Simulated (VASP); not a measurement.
# Ge (I4/mmm) in VASP: further runs, part 2 of 2

VASP 6.6.1.

## 3. Single point, LDA

This run uses another cell than the first one, of 18.09 Å³/atom.

File INCAR:

```
SYSTEM = Ge
ALGO = Normal ; EDIFF = 1E-6
ENCUT = 520 ; ISIF = 2
ISMEAR = -1 ; LASPH = .True.
LCHARG = .True. ; LELF = .True.
LREAL = .False. ; LVHAR = .True.
LWAVE = .False. ; NBANDS = 13
NELM = 80 ; PREC = Accurate
SIGMA = 0.05
```

File KPOINTS:

```
k-points
0
Gamma
  12 12 12
  0 0 0
```

File POSCAR:

```
Ge
1.0
   -1.5418296412      1.5418296412      1.9027788667
    1.5418296412     -1.5418296412      1.9027788667
    1.5418296412      1.5418296412     -1.9027788667
Ge
1
Direct
    0.5000000000      0.5000000000      0.0000000000
```

Potentials or basis: VASP PAW LDA potentials, release 64 (Ge_d).

Run with:

```
> cat potpaw_LDA.64/Ge_d/POTCAR > POTCAR
> mpirun -np 1 vasp_std > vasp.out
```

OUTCAR:

```text
SYSTEM = Ge
   EDIFF = 1E-6
   ENCUT = 520
   ISIF = 2
   ISMEAR = -1
   LASPH = .True.
   LREAL = .False.
   NELM = 80
   PREC = Accurate

 ion  position               nearest neighbor table
   1  0.500  0.500  0.000-

  LATTYP: Found a body centered tetragonal cell.
 ALAT       =     3.0836592824
 C/A-ratio  =     1.2341044794

  Lattice vectors:

 A1 = (  -1.5418296412,   1.5418296412,   1.9027788667)
 A2 = (   1.5418296412,  -1.5418296412,   1.9027788667)
 A3 = (   1.5418296412,   1.5418296412,  -1.9027788667)

Analysis of symmetry for initial positions (statically):
=====================================================================
 Subroutine PRICEL returns:
 Original cell was already a primitive cell.

 Routine SETGRP: Setting up the symmetry group for a
 body centered tetragonal supercell.

 Subroutine GETGRP returns: Found 16 space group operations
 (whereof 16 operations were pure point group operations)
 out of a pool of 16 trial point group operations.

The static configuration has the point symmetry D_4h.

Analysis of symmetry for dynamics (positions and initial velocities):
=====================================================================
 Subroutine PRICEL returns:
 Original cell was already a primitive cell.

 Routine SETGRP: Setting up the symmetry group for a
 body centered tetragonal supercell.

 Subroutine GETGRP returns: Found 16 space group operations
 (whereof 16 operations were pure point group operations)
 out of a pool of 16 trial point group operations.

The dynamic configuration has the point symmetry D_4h.

 Subroutine INISYM returns: Found 16 space group operations
 (whereof 16 operations are pure point group operations),
 and found     1 'primitive' translations

----------------------------------------------------------------------------------------

[... 109 lines left out ...]
     AMIX     =   0.40;   BMIX     =  1.00
     AMIX_MAG =   1.60;   BMIX_MAG =  1.00
  volume/ion in A,a.u.               =      18.09       122.10
  Fermi-wavevector in a.u.,A,eV,Ry     =   1.502948  2.840159 30.733536  2.258851
  Thomas-Fermi vector in A             =   2.614122
   LORBIT       =      0    0 simple, 1 ext, 2 COOP (PROOUT), +10 PAW based schemes
   GGA     = CA    functional components
   LHFCALC =     F    Hartree Fock is set to
   AEXX    =    0.0000 exact exchange contribution
   IVDW    =     0    specifies the selected vdW correction
   LEPSILON=     F    determine dielectric tensor
   LRPA    =     F    only Hartree local field effects (RPA)
 non-spin polarized calculation
  energy-cutoff  :      520.00
  volume of cell :       18.09
 maximum number of plane-waves:       498
 NGX is ok and might be reduce to    24
   NGX = 11   NGY = 11   NGZ = 11

 number of electron      13.9999990 magnetization

 Free energy of the ion-electron system (eV)
  ---------------------------------------------------
  ext. energy  EPLUGINS =         0.00000000
  ---------------------------------------------------
  free energy    TOTEN  =        -4.88281948 eV

  energy without entropy =       -4.87880377  energy(sigma->0) =       -4.88081162

 E-fermi :   7.1102     XC(G=0): -11.7892

 val. band max:        7.0966264287   @ k =   0.5000   0.5000   0.3333
 cond. band min:       7.1111884060   @ k =  -0.2500  -0.2500   0.0833
 fundamental gap:      0.0145619773
 Fermi energy:         7.1102080887

 k-point     1 :       0.0000    0.0000    0.0000
  band No.  band energies     occupation
      1     -17.8581      2.00000
      2     -17.8581      2.00000
      3     -17.8210      2.00000
      4     -17.8068      2.00000
      5     -17.7579      2.00000
      6      -6.5513      2.00000
      7      16.1162      0.00000
      8      16.3694      0.00000
      9      16.3694      0.00000
     10      21.3140      0.00000
     11      21.3140      0.00000
     12      22.3218      0.00000
     13      22.6709      0.00000
[... 354 lines left out ...]
  band No.  band energies     occupation
      1     -17.8665      2.00000
      2     -17.8335      2.00000
      3     -17.7928      2.00000
      4     -17.7688      2.00000
      5     -17.7374      2.00000
      6      -2.7848      2.00000
      7       5.2961      2.00000
      8      10.3411      0.00000
      9      12.6735      0.00000
     10      17.3357      0.00000
     11      21.6355      0.00000
     12      24.1041      0.00000
     13      25.6935      0.00000

 [... further k-points ...]
[... 5 lines left out ...]
  --------------------------------------------------------------------------------------
  -------------------------------------------------------------------------------------
  Total       -0.0086672     -0.0086672     -0.0017888      0.0000000      0.0000000      0.0000000
  in kB       -0.7674805     -0.7674805     -0.1583980      0.0000000      0.0000000      0.0000000
  external PRESSURE =      -0.5644530 kB  Pullay stress =       0.0000000 kB

 VOLUME and BASIS-vectors are now :
 -----------------------------------------------------------------------------
  energy-cutoff  :      520.00
  volume of cell :       18.09
      direct lattice vectors                 reciprocal lattice vectors
    -1.541829641  1.541829641  1.902778867     0.000000000  0.324290043  0.262773572
     1.541829641 -1.541829641  1.902778867     0.324290043  0.000000000  0.262773572
     1.541829641  1.541829641 -1.902778867     0.324290043  0.324290043  0.000000000

 POSITION                                       TOTAL-FORCE (eV/Angst)
 -----------------------------------------------------------------------------------
      0.00000      0.00000      1.90278         0.000000      0.000000      0.000000
 -----------------------------------------------------------------------------------
    total drift:                               -0.000000      0.000000      0.000000

  FREE ENERGIE OF THE ION-ELECTRON SYSTEM (eV)
  ---------------------------------------------------
  free  energy   TOTEN  =        -4.8828194757 eV

  energy  without entropy=       -4.8788037667  energy(sigma->0) =       -4.88081162
```

OSZICAR:

```text
N       E                     dE             d eps       ncg     rms          rms(c)
DAV:   1     0.641825311776E+02    0.64183E+02   -0.71744E+03  4530   0.296E+03
DAV:   2     0.520608244763E+00   -0.63662E+02   -0.60334E+02  4473   0.407E+02
DAV:   3    -0.483155056123E+01   -0.53522E+01   -0.53264E+01  4913   0.712E+01
DAV:   4    -0.490009123554E+01   -0.68541E-01   -0.68532E-01  4963   0.882E+00
DAV:   5    -0.490071824253E+01   -0.62701E-03   -0.62700E-03  4976   0.923E-01    0.124E+00
DAV:   6    -0.488821693467E+01    0.12501E-01   -0.75804E-03  5378   0.179E+00    0.677E-01
DAV:   7    -0.488301875701E+01    0.51982E-02   -0.47696E-03  5288   0.102E+00    0.660E-02
DAV:   8    -0.488281872866E+01    0.20003E-03   -0.36271E-04  5158   0.445E-01    0.236E-02
DAV:   9    -0.488281947572E+01   -0.74706E-06   -0.41702E-06  4903   0.207E-02
   1 F= -.48828195E+01 E0= -.48808116E+01  d E =-.401571E-02
```

stdout:

```text
POSCAR found type information on POSCAR Ge
 POSCAR found :  1 types and       1 ions
 scaLAPACK will be used
 LDA part: xc-table for (Slater(with rela. corr.)+CA(PZ))
 , standard interpolation
 POSCAR, INCAR and KPOINTS ok, starting setup
 FFT: planning ... GRIDC
 FFT: planning ... GRID_SOFT
 FFT: planning ... GRID
 WAVECAR not read
 entering main loop
```

Wall time 38 s (1 thread of Intel Xeon 8259CL, shared host); peak memory 0.15 GiB.

What came out:

- Free energy: -4.8828 eV
- Pressure: -0.1 GPa
- Band gap on the k mesh: zero (bands 7 and 8 overlap by 11.95 eV)

## 4. Single point, PBEsol

This run uses another cell than the first one, of 18.48 Å³/atom.

File INCAR:

```
PREC = Accurate
ENCUT = 520
EDIFF = 1E-6
ISMEAR = -1
SIGMA = 0.05
LREAL = False
LASPH = True
NELM = 80
ALGO = Normal
ISIF = 2
LWAVE = False
LCHARG = False
GGA = PS
NBANDS = 13
```

File KPOINTS:

```
Automatic mesh
0
Gamma
  12 12 12
```

File POSCAR:

```
Ge
1.0
   -1.5483705878      1.5483705878      1.9271730236
    1.5483705878     -1.5483705878      1.9271730236
    1.5483705878      1.5483705878     -1.9271730236
Ge
1
Direct
    0.5000000000      0.5000000000      0.0000000000
```

Potentials or basis: VASP PAW PBE potentials, release 64 (Ge_d).

Run with:

```
> cat potpaw_PBE.64/Ge_d/POTCAR > POTCAR
> mpirun -np 1 vasp_std > vasp.out
```

It took 43 s on 1 thread of Intel Xeon 8259CL, shared host; peak memory 0.16 GiB.

The run converged. Its results:

```yaml
Free_energy: -4.6577 eV
Pressure: 0.0 GPa
Band_gap_on_the_k_mesh: zero (bands 7 and 8 overlap by 11.80 eV)
```

Levels at points of the mesh, in eV from the Fermi level:
| k point | band 5 | band 6 | band 7 | band 8 | band 9 | band 10 |
| --- | --- | --- | --- | --- | --- | --- |
| (0.00, 0.00, 0.00) | -24.70 | -13.48 | 8.94 | 9.17 | 9.17 | 14.00 |
| (0.50, 0.00, 0.00) | -24.66 | -8.00 | -5.77 | 5.76 | 7.64 | 11.14 |
| (0.50, 0.50, 0.00) | -24.64 | -6.42 | -4.95 | 2.87 | 3.90 | 7.29 |
| (0.50, 0.50, 0.50) | -24.65 | -4.13 | -3.39 | 1.27 | 1.27 | 4.93 |

Caveat: the PAW data sets were made with another functional, which shifts forces and pressure a little.

## 5. Single point, PBEsol

File INCAR:

```
SYSTEM = Ge
ALGO = Normal
EDIFF = 1E-7
ENCUT = 520
GGA = PS
ISIF = 2
ISMEAR = -1
LASPH = .TRUE.
LCHARG = .TRUE.
LELF = .TRUE.
LREAL = .FALSE.
LVHAR = .TRUE.
LWAVE = .FALSE.
NBANDS = 13
NELM = 60
PREC = Accurate
SIGMA = 0.05
```

File KPOINTS:

```
k-points
0
G
  12 12 12
  0 0 0
```

File POSCAR:

```
Ge
1.0
   -1.6084200000      1.6084200000      1.8731800000
    1.6084200000     -1.6084200000      1.8731800000
    1.6084200000      1.6084200000     -1.8731800000
Ge
1
Direct
    0.5000000000      0.5000000000      0.0000000000
```

Run with:

```
> cat potpaw_PBE.64/Ge_d/POTCAR > POTCAR
> mpirun -np 1 vasp_std > vasp.out
```

Run time: 49 s. Hardware: 1 thread of Intel Xeon 8259CL, shared host; peak memory 0.16 GiB.

It converged, with:

```yaml
Free_energy: -4.6478 eV
Pressure: -2.8 GPa
Band_gap_on_the_k_mesh: zero (bands 7 and 8 overlap by 11.31 eV)
```

Stress tensor (GPa, compression positive):
```
-3.05  0.00  0.00
 0.00 -3.05  0.00
 0.00  0.00 -2.38
```

Levels at points of the mesh, in eV from the Fermi level:
```tsv
k point	band 4	band 5	band 6	band 7	band 8	band 9	band 10	band 11
(0.00, 0.00, 0.00)	-24.67	-24.64	-13.03	8.51	8.81	8.81	13.85	13.85
(0.50, 0.00, 0.00)	-24.64	-24.61	-7.80	-5.40	5.04	7.26	10.25	10.67
(0.50, 0.50, 0.00)	-24.63	-24.59	-6.74	-4.86	3.09	4.57	7.66	7.85
(0.50, 0.50, 0.50)	-24.60	-24.60	-3.61	-2.48	0.69	0.69	4.41	5.21
```

Caveat: the PAW data sets were made with another functional, which shifts forces and pressure a little.

## 6. Summary

| level | potentials or basis | cell | k mesh | grid for exact exchange (PRECFOCK) | share of exact exchange | gap on the mesh (eV) | pressure (GPa) |
| --- | --- | --- | --- | --- | --- | --- | --- |
| B3LYP | VASP PAW PBE potentials, release 64 (Ge_d) | a = 2.947 Å, angles 113.8, 113.8, 101.1°, 1 atom | 6 × 6 × 6 | Normal | 0.2 | none | 4.0 |
| LDA | VASP PAW LDA potentials, release 64 (Ge_d) | a = 2.894 Å, angles 115.6, 115.6, 97.8°, 1 atom | 12 × 12 × 12 | - | - | none | -0.1 |
| PBEsol | VASP PAW PBE potentials, release 64 (Ge_d) | a = 2.917 Å, angles 115.9, 115.9, 97.3°, 1 atom | 12 × 12 × 12 | - | - | none | 0.0 |
| PBEsol | VASP PAW PBE potentials, release 64 (Ge_d) | a = 2.947 Å, angles 113.8, 113.8, 101.1°, 1 atom | 12 × 12 × 12 | - | - | none | -2.8 |

Alike in all rows: task single point; no spin polarisation; cutoff (eV) 520; smearing fermi-dirac 0.05 eV.

Caveats: some runs use coarse meshes; the PAW data sets were made with another functional, which shifts forces and pressure a little (at least some runs).

Absolute energies hang on the potentials; compare differences alone.
